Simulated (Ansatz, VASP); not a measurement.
Two plane-wave programs on SnTe

```
Sn Te
1.0
     0.00000    3.15650    3.15650
     3.15650    0.00000    3.15650
     3.15650    3.15650    0.00000
Sn Te
1 1
Direct
  0.00000 0.00000 0.00000
  0.50000 0.50000 0.50560
```

Change from the starting cell: all Te atoms moved +0.025 Å, as atom 2 along Cartesian [1 1 0].

Alike in both runs: task single point; functional PBEsol; k mesh 10 × 10 × 10; occupations gaussian, width 0.03 eV; no spin polarisation.

```csv
,VASP,Ansatz
version,VASP 6.6.1,Ansatz 0.2.0
potentials or method,"VASP PAW PBE potentials, release 64 (Sn_d, Te), cutoff 520 eV","scalar-relativistic, plane waves, PAW"
valence electrons in the cell,20,30
```

|  | VASP | Ansatz | Ansatz less VASP |
| --- | --- | --- | --- |
| gap on the k mesh at the Fermi level (eV) | 0.12 | 0.12 | -0.001 |
| least direct gap on the mesh (eV) | 0.12 | 0.12 | -0.001 |
| pressure (GPa) | -0.6 | -0.5 | +0.02 |

VASP's potentials were made for PBE, not for PBEsol. With one functional, cell and mesh, what is left measures potentials, basis and numerics. VASP's potentials hold 20 valence electrons a cell and Ansatz's 30, so a difference there can come from the potentials and not from the codes.

Neither program's run includes spin-orbit coupling.
